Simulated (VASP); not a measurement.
Runs of VASP 6.6.1 on Li2O. The structure is that of space group Fm-3m (No. 225), or close to it. The cells are those of the table. 

```csv
cell,gap on the mesh (eV),pressure (GPa)
"a = 3.168 Å, angles 60.0°, 3 atoms",5.15,9.0
"a = 3.242, b = 3.242, c = 3.217 Å, angles 60.3, 60.3, 59.5°, 3 atoms",(a),2.7
"a = 3.364 Å, angles 60.0°, 3 atoms",4.65,(b)
"a = 3.217 Å, angles 60.0°, 3 atoms",5.07,4.1
"a = 3.193, b = 3.193, c = 3.168 Å, angles 60.3, 60.3, 59.5°, 3 atoms",5.09,7.3
```

Alike in all rows: task single point; level PBE; potentials or basis VASP PAW PBE potentials, release 64 (Li_sv, O); no spin polarisation; k mesh 8 × 8 × 8; cutoff (eV) 750; smearing gaussian 0.05 eV.

Question: Estimate the missing entries.

Answer: (a) 5.01; (b) -6.1.

A k mesh can miss the band edges.
